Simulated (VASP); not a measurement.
Write the native input for VASP 6.6.1 that does the following.

| Item | Value |
| --- | --- |
| Task | single point |
| Functional | LDA |
| Potentials or basis | VASP PAW LDA potentials, release 64 (Ti_sv) |
| Cutoff | 520 eV |
| k mesh | 18 × 18 × 18 |
| Occupations | gaussian, width 0.1 eV |
| Spin | no spin polarisation |
| Dipole correction | no |
| Further INCAR settings | ALGO = Normal; EDIFF = 1e-07; NBANDS = 12 |

The structure of Ti lies in POSCAR:

```
Ti
1.0
    0.0000000000      2.0005340298      2.0005340298
    2.0005340298      0.0000000000      2.0005340298
    2.0005340298      2.0005340298      0.0000000000
Ti
1
Direct
    0.0000000000      0.0000000000      0.0000000000
```

These files were run (other wordings do the same):

INCAR

```
PREC = Accurate
ENCUT = 520
EDIFF = 1E-7
ISMEAR = 0
SIGMA = 0.1
LREAL = False
LASPH = True
NELM = 100
ALGO = Normal
ISIF = 2
LWAVE = False
LCHARG = False
GGA = CA
NBANDS = 12
```

KPOINTS

```
regular mesh
0
Gamma
  18 18 18
```

Potentials or basis: VASP PAW LDA potentials, release 64 (Ti_sv).

Launch:

```console
$ cat potpaw_LDA.64/Ti_sv/POTCAR > POTCAR
$ mpirun -np 1 vasp_std > vasp.out
```

Results of the run:

```yaml
Pressure: -0.2 GPa
Band_gap_on_the_k_mesh: zero (band 6 reaches 9.77 eV, above the bottom of band 7 at 8.37 eV)
```

Run time: 39 s on 1 thread of Intel Xeon 8259CL, with other jobs on the host, peak memory 0.15 GiB.
